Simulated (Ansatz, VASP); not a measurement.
Co: VASP beside Ansatz

```
Co
1.0
     3.87996    0.00000    0.00000
    -1.93998    3.36015    0.00000
     0.00000    0.00000    2.38697
Co
3
Direct
  0.00000 0.00000 0.00000
  0.33333 0.66667 0.50000
  0.66667 0.33333 0.50000
```

Alike in both runs: task single point; functional revPBE; k mesh 10 × 10 × 14; occupations fermi-dirac, width 0.05 eV; collinear spin.

|  | VASP | Ansatz |
| --- | --- | --- |
| version | VASP 6.6.1 | Ansatz 0.2.0 |
| potentials or method | VASP PAW PBE potentials, release 64 (Co), cutoff 520 eV | plane waves (420 eV) with PAW, scalar-relativistic |
| valence electrons in the cell | 27 | 51 |

```tsv
	VASP	Ansatz	Ansatz less VASP
pressure (GPa)	18.6	19.7	+1.05
traceless stress, the component that is largest in VASP (GPa)	-0.76	-0.80	-0.037
net moment per atom (μB)	1.60	1.61	+0.006
size of the moment on the site where the two differ most (μB)	1.56	1.63	+0.067
```

VASP's potentials were made for PBE, not for revPBE. Site moments also hang on the region over which each program counts them. VASP's potentials hold 27 valence electrons a cell and Ansatz's 51, so a difference there can come from the potentials and not from the codes.
